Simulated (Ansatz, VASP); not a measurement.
**One calculation of SnO2, two programs**

Contents of INCAR:

```
ALGO     = Normal         # electronic algorithm
EDIFF    = 1E-7           # SCF threshold, eV
ENCUT    = 520            # plane-wave cutoff, eV
GGA      = PE             # functional
ISIF     = 2              # what is computed and relaxed
ISMEAR   = 0              # smearing method
LASPH    = True           # aspherical terms in the spheres
LCHARG   = False          # write CHGCAR
LREAL    = False          # projectors in reciprocal space
LWAVE    = False          # write WAVECAR
NBANDS   = 20             # bands
NELM     = 100            # most SCF steps
PREC     = Accurate       # precision mode
SIGMA    = 0.05           # smearing width, eV
```

Contents of KPOINTS:

```
k-points
0
Gamma
  12 12 12
```

Contents of POSCAR:

```
SnO2
1.0
    1.6706500000      0.9645502272      4.7871000000
   -1.6706500000      0.9645502272      4.7871000000
    0.0000000000     -1.9291004544      4.7871000000
Sn O
1 2
Direct
    0.5000000000      0.5000000000      0.5000000000
    0.2348826742      0.2348826742      0.2348826742
    0.7651173258      0.7651173258      0.7651173258
```

Input for Ansatz:

```yaml
crystal:
  lattice:
    - [1.67065, 0.9645502272, 4.7871]
    - [-1.67065, 0.9645502272, 4.7871]
    - [0.0, -1.9291004544, 4.7871]
  atoms:
    - { symbol: Sn, position: [0.5, 0.5, 0.5] }
    - { symbol: O, position: [0.2348826742, 0.2348826742, 0.2348826742] }
    - { symbol: O, position: [0.7651173258, 0.7651173258, 0.7651173258] }
basis:
  ecutwfc: 520.0
kpoints:
  mp_grid: { grid: [12, 12, 12] }
hamiltonian:
  xc: pbe
  pseudopotentials: { kind: paw, azcp: { folder: soft_1 } }
scf:
  occupations: { method: gaussian, width: 0.05 }
output:
  forces: true
  stress: true
  eigenvalues: true
```

Alike in both runs: task single point; functional PBE; k mesh 12 × 12 × 12; occupations gaussian, width 0.05 eV; no spin polarisation.

|  | VASP | Ansatz |
| --- | --- | --- |
| version | VASP 6.6.1 | Ansatz 0.2.0 |
| potentials or method | VASP PAW PBE potentials, release 64 (Sn_d, O), cutoff 520 eV | scalar-relativistic, plane waves, PAW |
| valence electrons in the cell | 26 | 26 |

|  | VASP | Ansatz | Ansatz less VASP |
| --- | --- | --- | --- |
| gap on the k mesh at the Fermi level (eV) | 1.35 | 1.37 | +0.020 |
| least direct gap on the mesh (eV) | 1.47 | 1.49 | +0.015 |
| pressure (GPa) | -7.3 | -7.8 | -0.47 |
| traceless stress, the component that is largest in VASP (GPa) | 5.45 | 5.79 | +0.347 |
| rms of the force components (eV/Å) | 0.089 | 0.110 | +0.0210 |

Atom by atom the forces differ by 0.021 eV/Å (rms over components).
